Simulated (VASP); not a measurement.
CrCdB3, 5 atoms in the cell. It takes space group Pm-3m (No. 221, cubic). The conventional cell has a = 4.320 Å, b = 4.320 Å, c = 4.320 Å, α = 90.00°, β = 90.00°, γ = 90.00°. Within 4.0 Å of Cr (site symmetry m-3m) lie 12 B at 3.05 Å and 8 Cd at 3.74 Å. Within 2.9 Å of Cd (site symmetry m-3m) lie 6 B at 2.16 Å. B (site symmetry 4/mmm) has 2 Cd at 2.16 Å within 2.9 Å. 

| Item | Value |
| --- | --- |
| Program | VASP 6.6.1 |
| Task | single point |
| Functional | PBE |
| Potentials or basis | VASP PAW PBE potentials, release 64 (Cr_pv, Cd, B) |
| Cutoff | 520 eV |
| k mesh | 6 × 6 × 6 |
| Occupations | gaussian, width 0.1 eV |
| Spin | collinear spin, ferromagnetic start |
| Starting moments | [3.25, 0.0, 0.0, 0.0, 0.0] μB |
| Dipole correction | no |
| Further INCAR settings | ALGO = Normal; EDIFF = 1e-06; NBANDS = 28 |

Potentials or basis: VASP PAW PBE potentials, release 64 (Cr_pv, Cd, B).

Run with:

```sh
$ cat potpaw_PBE.64/Cr_pv/POTCAR potpaw_PBE.64/Cd/POTCAR potpaw_PBE.64/B/POTCAR > POTCAR
$ mpirun -np 1 vasp_std > vasp.out
```

Hardware: 1 thread of Intel(R) Xeon(R) Platinum 8124M CPU @ 3.00GHz (Skylake/Cascade Lake), on a shared host.

Estimate the wall time of this run.

It took 82 s on 1 thread of Intel(R) Xeon(R) Platinum 8124M CPU @ 3.00GHz (Skylake/Cascade Lake), on a shared host, peak memory 0.25 GiB. Counts: scf iterations 28, k points 20.
